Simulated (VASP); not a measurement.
# ZnO (P6_3mc) in VASP: notebook

Runs on ZnO. Level: PBE. Tasks: single point.

Program: VASP 6.6.1. These are calculated values, not measurements. Logs are shortened: lines on timing, memory, paths and dates and some standing lists are left out, and cuts for length are marked.

## 1. The cell of the first run

Symmetry: P6_3mc, No. 186, hexagonal system. The conventional cell has a = 3.143 Å, b = 3.143 Å, c = 5.072 Å, α = 90.00°, β = 90.00°, γ = 120.00°. Within 2.5 Å of Zn (site symmetry 3m) lie 4 O at 1.92 Å. Within 2.5 Å of O (site symmetry 3m) lie 4 Zn at 1.92 Å.

## 2. Single point, PBE (10.85 Å³/atom)

INCAR

```
SYSTEM = ZnO
ALGO = Normal
EDIFF = 1E-6
ENCUT = 520
GGA = PE
ISIF = 2
ISMEAR = 0
LASPH = .TRUE.
LCHARG = .FALSE.
LREAL = .FALSE.
LWAVE = .FALSE.
NBANDS = 26
NELM = 60
PREC = Accurate
SIGMA = 0.02
```

KPOINTS

```
k-points
0
G
  9 9 6
  0 0 0
```

POSCAR

```
ZnO
1.0
    3.1430899126      0.0000000000      0.0000000000
   -1.5715449563      2.7219957107      0.0000000000
    0.0000000000      0.0000000000      5.0715103038
Zn O
2 2
Direct
    0.3333333333      0.6666666667      0.8104519656
    0.6666666667      0.3333333333      0.3104519656
    0.6666666667      0.3333333333      0.6895569987
    0.3333333333      0.6666666667      0.1895569987
```

Potentials or basis: VASP PAW PBE potentials, release 64 (Zn, O).

The run is started by

```sh
$ cat potpaw_PBE.64/Zn/POTCAR potpaw_PBE.64/O/POTCAR > POTCAR
$ mpirun -np 1 vasp_std > vasp.out
```

OUTCAR:

```text
SYSTEM = ZnO
   EDIFF = 1E-6
   ENCUT = 520
   GGA = PE
   ISIF = 2
   ISMEAR = 0
   LASPH = .TRUE.
   LREAL = .FALSE.
   NELM = 60
   PREC = Accurate

 ion  position               nearest neighbor table
   1  0.333  0.667  0.810-   3 1.92   3 1.92   3 1.92   4 1.92
   2  0.667  0.333  0.310-   4 1.92   4 1.92   4 1.92   3 1.92
   3  0.667  0.333  0.690-   1 1.92   1 1.92   1 1.92   2 1.92
   4  0.333  0.667  0.190-   2 1.92   2 1.92   2 1.92   1 1.92

  LATTYP: Found a hexagonal cell.
 ALAT       =     3.1430899126
 C/A-ratio  =     1.6135428654

  Lattice vectors:

 A1 = (   3.1430899126,   0.0000000000,   0.0000000000)
 A2 = (  -1.5715449563,   2.7219957107,   0.0000000000)
 A3 = (   0.0000000000,   0.0000000000,   5.0715103038)

Analysis of symmetry for initial positions (statically):
=====================================================================
 Subroutine PRICEL returns:
 Original cell was already a primitive cell.

 Routine SETGRP: Setting up the symmetry group for a
 hexagonal supercell.

 Subroutine GETGRP returns: Found 12 space group operations
 (whereof  6 operations were pure point group operations)
 out of a pool of 24 trial point group operations.

The static configuration has the point symmetry C_3v.
 The point group associated with its full space group is C_6v.

Analysis of symmetry for dynamics (positions and initial velocities):
=====================================================================
 Subroutine PRICEL returns:
 Original cell was already a primitive cell.

 Routine SETGRP: Setting up the symmetry group for a
 hexagonal supercell.

 Subroutine GETGRP returns: Found 12 space group operations
 (whereof  6 operations were pure point group operations)
 out of a pool of 24 trial point group operations.

The dynamic configuration has the point symmetry C_3v.
 The point group associated with its full space group is C_6v.

 Subroutine INISYM returns: Found 12 space group operations
 (whereof  6 operations are pure point group operations),
 and found     1 'primitive' translations

----------------------------------------------------------------------------------------

                                     Primitive cell

  volume of cell :      43.3892

  direct lattice vectors                    reciprocal lattice vectors
     3.143089913  0.000000000  0.000000000     0.318158254  0.183688754  0.000000000
    -1.571544956  2.721995711  0.000000000     0.000000000  0.367377508  0.000000000
     0.000000000  0.000000000  5.071510304     0.000000000  0.000000000  0.197179921

  length of vectors
     3.143089913  3.143089913  5.071510304     0.367377508  0.367377508  0.197179921

  position of ions in fractional coordinates (direct lattice)
     0.333333333  0.666666667  0.810451966
     0.666666667  0.333333333  0.310451966
     0.666666667  0.333333333  0.689556999
     0.333333333  0.666666667  0.189556999

  ion indices of the primitive-cell ions
   primitive index   ion index
                 1           1
                 2           2
                 3           3
                 4           4

----------------------------------------------------------------------------------------

 KPOINTS: k-points

Automatic generation of k-mesh.
 Grid dimensions read from file:
 generate k-points for:    9    9    6

 Generating k-lattice:

  Cartesian coordinates                     Fractional coordinates (reciprocal lattice)
     0.035350917  0.020409862  0.000000000     0.111111111  0.000000000  0.000000000
     0.000000000  0.040819723  0.000000000     0.000000000  0.111111111  0.000000000
     0.000000000  0.000000000  0.032863320     0.000000000  0.000000000  0.166666667

  Length of vectors
     0.040819723  0.040819723  0.032863320

  Shift w.r.t. Gamma in fractional coordinates (k-lattice)
     0.000000000  0.000000000  0.000000000

 Subroutine IBZKPT returns following result:
 ===========================================

 Found     48 irreducible k-points:

 Following reciprocal coordinates:
            Coordinates               Weight
  0.000000  0.000000  0.000000      1.000000
  0.111111  0.000000  0.000000      6.000000
  0.222222 -0.000000  0.000000      6.000000
  0.333333 -0.000000  0.000000      6.000000
  0.444444 -0.000000  0.000000      6.000000
  0.111111  0.111111  0.000000      6.000000
[... 16 lines left out ...]
  0.333333  0.222222  0.166667     24.000000
  0.333333  0.333333  0.166667      4.000000
 [... further k-points ...]
   k-points           NKPTS =     48   k-points in BZ     NKDIM =     48   number of bands    NBANDS=     26
   number of dos      NEDOS =    301   number of ions     NIONS =      4
   total plane-waves  NPLWV =  23040
   dimension x,y,z NGX =    24 NGY =   24 NGZ =   40
   dimension x,y,z NGXF=    48 NGYF=   48 NGZF=   80
   ions per type =               2   2
   NGX,Y,Z   is equivalent  to a cutoff of  12.69, 12.69, 13.11 a.u.
   NGXF,Y,Z  is equivalent  to a cutoff of  25.39, 25.39, 26.22 a.u.
 SYSTEM =  ZnO
   PREC   = accura    normal or accurate (medium, high low for compatibility)
   ISTART =      0    job   : 0-new  1-cont  2-samecut
   ICHARG =      2    charge: 1-file 2-atom 10-const
   ISPIN  =      1    spin polarized calculation?
   LNONCOLLINEAR =      F non collinear calculations
   LSORBIT =      F    spin-orbit coupling
   LASPH  =      T    aspherical Exc in radial PAW
   ENCUT  =  520.0 eV  38.22 Ry    6.18 a.u.   5.84  5.84  9.43*2*pi/ulx,y,z
   NELM   =     60;   NELMIN=  2; NELMDL= -5     # of ELM steps
   EDIFF  = 0.1E-05   stopping-criterion for ELM
   LREAL  =      F    real-space projection
   EDIFFG = 0.1E-04   stopping-criterion for IOM
   NSW    =      0    number of steps for IOM
   IBRION =     -1    ionic relax: 0-MD 1-quasi-New 2-CG
   NFREE  =      0    steps in history (QN), initial steepest desc. (CG)
   ISIF   =      2    stress and relaxation
   ISYM   =      2    0-nonsym 1-usesym 2-fastsym
   POTIM  = 0.5000    time-step for ionic-motion
   TEBEG  =    0.0;   TEEND  =   0.0 temperature during run
   PSTRESS=    0.0 pullay stress
   NELECT =      36.0000    total number of electrons
   NUPDOWN=      -1.0000    fix difference up-down
   EMIN   =  10.00;   EMAX   =-10.00  energy-range for DOS
   EFERMI =   0.00;   METHOD = LEGACY
   ISMEAR =     0;   SIGMA  =   0.02  broadening in eV -4-tet -1-fermi 0-gaus
   EFERMI_NEDOS =   21; number of points for ismear=-14 and -15
   IALGO  =     38    algorithm
   IMIX   =      4    mixing-type and parameters
     AMIX     =   0.40;   BMIX     =  1.00
     AMIX_MAG =   1.60;   BMIX_MAG =  1.00
  volume/ion in A,a.u.               =      10.85        73.20
  Fermi-wavevector in a.u.,A,eV,Ry     =   1.538326  2.907015 32.197479  2.366448
  Thomas-Fermi vector in A             =   2.644710
   LORBIT       =      0    0 simple, 1 ext, 2 COOP (PROOUT), +10 PAW based schemes
   GGA     = PE    functional components
   LHFCALC =     F    Hartree Fock is set to
   AEXX    =    0.0000 exact exchange contribution
   IVDW    =     0    specifies the selected vdW correction
   LEPSILON=     F    determine dielectric tensor
   LRPA    =     F    only Hartree local field effects (RPA)
 non-spin polarized calculation
 Gauss-broadening in eV      SIGMA  =   0.02
  energy-cutoff  :      520.00
  volume of cell :       43.39
 maximum number of plane-waves:      1182
 NGX is ok and might be reduce to    24
   NGX = 11   NGY = 11   NGZ = 19

 number of electron      35.9999965 magnetization

 Free energy of the ion-electron system (eV)
  ---------------------------------------------------
  ext. energy  EPLUGINS =         0.00000000
  ---------------------------------------------------
  free energy    TOTEN  =       -17.45075604 eV

  energy without entropy =      -17.45075604  energy(sigma->0) =      -17.45075604

 E-fermi :   2.2690     XC(G=0): -11.4160

 val. band max:        2.1048513043   @ k =   0.0000   0.0000   0.0000
 cond. band min:       3.0170993326   @ k =   0.0000   0.0000   0.0000
 fundamental gap:      0.9122480282
 Fermi energy:         2.2689723189

 k-point     1 :       0.0000    0.0000    0.0000
  band No.  band energies     occupation
      1     -16.7979      2.00000
      2     -15.9261      2.00000
      3      -4.3189      2.00000
      4      -4.1074      2.00000
      5      -4.1074      2.00000
      6      -4.0507      2.00000
[... 18 lines left out ...]
     25      16.9007      0.00000
     26      16.9007      0.00000

 k-point     2 :       0.1111    0.0000    0.0000
  band No.  band energies     occupation
      1     -16.7167      2.00000
      2     -15.8899      2.00000
      3      -4.2494      2.00000
      4      -4.1607      2.00000
      5      -4.0624      2.00000
      6      -4.0050      2.00000
[... 18 lines left out ...]
     25      16.8697      0.00000
     26      17.0751      0.00000

 k-point     3 :       0.2222   -0.0000    0.0000
  band No.  band energies     occupation
      1     -16.4997      2.00000
      2     -15.8028      2.00000
      3      -4.4262      2.00000
      4      -4.0416      2.00000
      5      -3.9564      2.00000
      6      -3.8982      2.00000
[... 18 lines left out ...]
     25      16.0142      0.00000
     26      17.0192      0.00000

 k-point     4 :       0.3333   -0.0000    0.0000
  band No.  band energies     occupation
      1     -16.2226      2.00000
      2     -15.7213      2.00000
      3      -4.5526      2.00000
      4      -4.1353      2.00000
      5      -3.8593      2.00000
      6      -3.6868      2.00000
[... 18 lines left out ...]
     25      16.0355      0.00000
     26      16.8798      0.00000
[... 496 lines left out ...]
      1     -16.0602      2.00000
      2     -15.7214      2.00000
      3      -4.3784      2.00000
      4      -4.2593      2.00000
      5      -3.7905      2.00000
      6      -3.7629      2.00000
[... 18 lines left out ...]
     25      14.4389      0.00000
     26      17.8881      0.00000

 k-point    23 :       0.3333    0.2222    0.1667
  band No.  band energies     occupation
      1     -15.8806      2.00000
      2     -15.7141      2.00000
      3      -4.2795      2.00000
      4      -4.0966      2.00000
      5      -3.8521      2.00000
      6      -3.6477      2.00000
[... 18 lines left out ...]
     25      15.2577      0.00000
     26      17.0285      0.00000

 k-point    24 :       0.3333    0.3333    0.1667
  band No.  band energies     occupation
      1     -15.7657      2.00000
      2     -15.7657      2.00000
      3      -4.1730      2.00000
      4      -3.8970      2.00000
      5      -3.8970      2.00000
      6      -3.5903      2.00000
[... 18 lines left out ...]
     25      15.8660      0.00000
     26      17.3721      0.00000

 [... further k-points ...]

------------------------ aborting loop because EDIFF is reached ----------------------------------------

  FORCE on cell =-STRESS in cart. coord.  units (eV):
  Direction    XX          YY          ZZ          XY          YZ          ZX
  --------------------------------------------------------------------------------------
  -------------------------------------------------------------------------------------
  Total        6.3600430      6.3600430      6.3296026      0.0000000     -0.0000000     -0.0000000
  in kB      234.8491981    234.8491981    233.7251626      0.0000000     -0.0000000     -0.0000000
  external PRESSURE =     234.4745196 kB  Pullay stress =       0.0000000 kB

 VOLUME and BASIS-vectors are now :
 -----------------------------------------------------------------------------
  energy-cutoff  :      520.00
  volume of cell :       43.39
      direct lattice vectors                 reciprocal lattice vectors
     3.143089913  0.000000000  0.000000000     0.318158254  0.183688754  0.000000000
    -1.571544956  2.721995711  0.000000000     0.000000000  0.367377508  0.000000000
     0.000000000  0.000000000  5.071510304     0.000000000  0.000000000  0.197179921

 POSITION                                       TOTAL-FORCE (eV/Angst)
 -----------------------------------------------------------------------------------
     -0.00000      1.81466      4.11022        -0.000000      0.000000      0.006526
      1.57154      0.90733      1.57446         0.000000     -0.000000      0.006526
      1.57154      0.90733      3.49710        -0.000000      0.000000     -0.006526
     -0.00000      1.81466      0.96134         0.000000     -0.000000     -0.006526
 -----------------------------------------------------------------------------------
    total drift:                               -0.000001     -0.000001      0.000197

  FREE ENERGIE OF THE ION-ELECTRON SYSTEM (eV)
  ---------------------------------------------------
  free  energy   TOTEN  =       -17.4507560435 eV

  energy  without entropy=      -17.4507560435  energy(sigma->0) =      -17.45075604
```

Wall time 42 s (1 thread of Intel Xeon 6975P-C (Granite Rapids), shared host); peak memory 0.18 GiB.

What came out:

```
Free energy            : -17.4508 eV
Pressure               : 23.4 GPa
Largest force          : 0.007 eV/Å
Band gap on the k mesh : 0.91 eV
```

Forces on the atoms (eV/Å):
```
Zn   0.000  0.000  0.007
Zn   0.000  0.000  0.007
O    0.000  0.000 -0.007
O    0.000  0.000 -0.007
```

Levels at points of the mesh, in eV from the valence-band top:
```csv
k point,band 15,band 16,band 17,band 18,band 19,band 20,band 21,band 22
"(0.00, 0.00, 0.00)",-0.91,-0.12,0.00,0.00,0.91,5.57,8.49,13.38
"(0.00, 0.00, 0.50)",-0.45,-0.45,-0.45,-0.45,3.66,3.66,10.42,10.42
```

Caveat: the cell stands under pressure.

## 3. Single point, PBE (11.22 Å³/atom)

This run uses another cell than the first one, of 11.22 Å³/atom.

INCAR

```
SYSTEM = ZnO
PREC     = Accurate       ! precision mode
ENCUT    = 520            ! plane-wave cutoff, eV
EDIFF    = 1E-6           ! SCF threshold, eV
ISMEAR   = 0              ! smearing method
SIGMA    = 0.02           ! smearing width, eV
LREAL    = .FALSE.        ! projectors in reciprocal space
LASPH    = .TRUE.         ! aspherical terms in the spheres
NELM     = 80             ! most SCF steps
ALGO     = Normal         ! electronic algorithm
ISIF     = 2              ! what is computed and relaxed
LWAVE    = .FALSE.        ! write WAVECAR
LCHARG   = .TRUE.         ! write CHGCAR
GGA      = PE             ! functional
LELF     = .TRUE.         ! ELF
LVHAR    = .TRUE.       
NBANDS   = 26             ! bands
```

KPOINTS

```
regular mesh
0
G
  9 9 6
  0 0 0
```

POSCAR

```
ZnO
1.0
    3.1781472123      0.0000000000      0.0000000000
   -1.5890736062      2.7523562228      0.0000000000
    0.0000000000      0.0000000000      5.1293415915
Zn O
2 2
Direct
    0.3333333333      0.6666666667      0.8104565264
    0.6666666667      0.3333333333      0.3104565264
    0.6666666667      0.3333333333      0.6895524379
    0.3333333333      0.6666666667      0.1895524379
```

Potentials or basis: VASP PAW PBE potentials, release 64 (Zn, O).

The run is started by

```sh
$ cat potpaw_PBE.64/Zn/POTCAR potpaw_PBE.64/O/POTCAR > POTCAR
$ mpirun -np 1 vasp_std > vasp.out
```

Wall time 43 s (1 thread of Intel Xeon 6975P-C (Granite Rapids), shared host); peak memory 0.18 GiB.

The run converged. Its results:

* Free energy: -17.6351 eV
* Pressure: 16.4 GPa
* Largest force: 0.007 eV/Å
* Band gap on the k mesh: 0.86 eV

Forces on the atoms (eV/Å):
```
Zn   0.000  0.000  0.007
Zn   0.000  0.000  0.007
O    0.000  0.000 -0.007
O    0.000  0.000 -0.007
```

Stress tensor (GPa, compression positive):
```
16.45  0.00  0.00
 0.00 16.45  0.00
 0.00  0.00 16.30
```

Levels at points of the mesh, in eV from the valence-band top:
| k point | band 16 | band 17 | band 18 | band 19 | band 20 | band 21 |
| --- | --- | --- | --- | --- | --- | --- |
| (0.00, 0.00, 0.00) | -0.11 | 0.00 | 0.00 | 0.86 | 5.44 | 8.38 |
| (0.00, 0.00, 0.50) | -0.43 | -0.43 | -0.43 | 3.58 | 3.58 | 10.29 |

Caveat: the cell stands under pressure.
